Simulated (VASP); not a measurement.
A run of VASP 6.6.1:

POSCAR

```
BN
1.0
    0.0000000000      1.7458259350      1.7458259350
    1.7458259350      0.0000000000      1.7458259350
    1.7458259350      1.7458259350      0.0000000000
B N
1 1
Direct
    0.0000000000      0.0000000000      0.0000000000
    0.5000000000      0.5000000000      0.5000000000
```

Contents of INCAR.step1:

```
SYSTEM = BN
PREC = Accurate
ENCUT = 500
EDIFF = 1E-8
ISMEAR = 0
SIGMA = 0.01
LREAL = .FALSE.
LASPH = .TRUE.
NELM = 60
ALGO = Normal
LWAVE = .TRUE.
LCHARG = .FALSE.
GGA = PE
```

Contents of INCAR.step2:

```
SYSTEM = BN
PREC = Accurate
ENCUT = 500
EDIFF = 1E-8
ISMEAR = 0
SIGMA = 0.01
LREAL = .FALSE.
LASPH = .TRUE.
NELM = 1
ALGO = Exact
LWAVE = .TRUE.
LCHARG = .FALSE.
GGA = PE
NBANDS = 94
LOPTICS = .TRUE.
ISTART = 1
```

INCAR.step3

```
SYSTEM = BN
PREC = Accurate
ENCUT = 500
EDIFF = 1E-8
ISMEAR = 0
SIGMA = 0.01
LREAL = .FALSE.
LASPH = .TRUE.
ALGO = EVGW0
LWAVE = .FALSE.
LCHARG = .FALSE.
GGA = PE
NELMGW = 1
NBANDS = 94
ENCUTGW = 110.0
NOMEGA = 48
PRECFOCK = Fast
ISTART = 1
NBANDSGW = 12
```

The input KPOINTS:

```
Automatic mesh
0
G
  4 4 4
  0 0 0
```

Potentials or basis: VASP PAW PBE potentials, release 64 (B_GW, N_GW).

Run with:

```bash
$ cat potpaw_PBE.64/B_GW/POTCAR potpaw_PBE.64/N_GW/POTCAR > POTCAR
$ cp INCAR.step1 INCAR
$ mpirun -np 1 vasp_std > vasp.out
$ cp INCAR.step2 INCAR
$ mpirun -np 1 vasp_std > vasp.out
$ cp INCAR.step3 INCAR
$ mpirun -np 1 vasp_std > vasp.out
```

Hardware: 1 thread of Intel(R) Xeon(R) Platinum 8488C (Sapphire Rapids), with other jobs on the host.

Task: Estimate the wall time of this run.

Result: Run time: 14 s on 1 thread of Intel(R) Xeon(R) Platinum 8488C (Sapphire Rapids), with other jobs on the host, peak memory 0.14 GiB. Counts: k points 8.
